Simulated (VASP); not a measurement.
Crystal: Sb.

```
CELL_PARAMETERS angstrom
2.15420 1.24373 3.75800
-2.15420 1.24373 3.75800
0.00000 -2.48746 3.75800
ATOMIC_POSITIONS crystal
Sb 0.76651 0.76651 0.76651
Sb 0.23349 0.23349 0.23349
```

| Property | Result |
| --- | --- |
| Program | VASP 6.6.1 |
| Task | relaxation of cell and atoms |
| Functional | PBE |
| Dispersion | D3(BJ) |
| Potentials or basis | VASP PAW PBE potentials, release 64 (Sb) |
| Cutoff | 600 eV |
| k mesh | 8 × 8 × 8 |
| Occupations | fermi-dirac, width 0.05 eV |
| Spin | no spin polarisation |

At the start: pressure 0.2 GPa; volume 30.21 Å³/atom.

Q: Where does the relaxation end?

A: Over 9 steps the energy falls by 4.0 meV/atom and the volume is 29.76 Å³/atom (-1.5 %); space group R-3m (No. 166, to 0.1 Å) before and after.

Step by step:
```csv
step,energy change (eV),largest force (eV/Å),pressure (GPa),volume (Å³)
1,0.0000,0.1998,0.17,60.41
2,-0.0033,0.0836,-0.42,60.69
3,-0.0036,0.0274,-0.70,60.83
4,-0.0059,0.0129,-0.48,60.40
5,-0.0077,0.0090,-0.13,59.73
6,-0.0079,0.0158,0.01,59.50
7,-0.0079,0.0152,-0.01,59.53
8,-0.0079,0.0090,0.01,59.53
9,-0.0079,0.0044,0.03,59.52
```

Final structure:
```cif
data_structure
_symmetry_space_group_name_H-M 'P 1'
_symmetry_Int_Tables_number 1
_cell_length_a 4.4420
_cell_length_b 4.4420
_cell_length_c 4.4420
_cell_angle_alpha 58.273
_cell_angle_beta 58.273
_cell_angle_gamma 58.273
_cell_volume 59.52
loop_
_atom_site_label
_atom_site_type_symbol
_atom_site_fract_x
_atom_site_fract_y
_atom_site_fract_z
_atom_site_occupancy
Sb1 Sb 0.76377 0.76377 0.76377 1
Sb2 Sb 0.23623 0.23623 0.23623 1
```
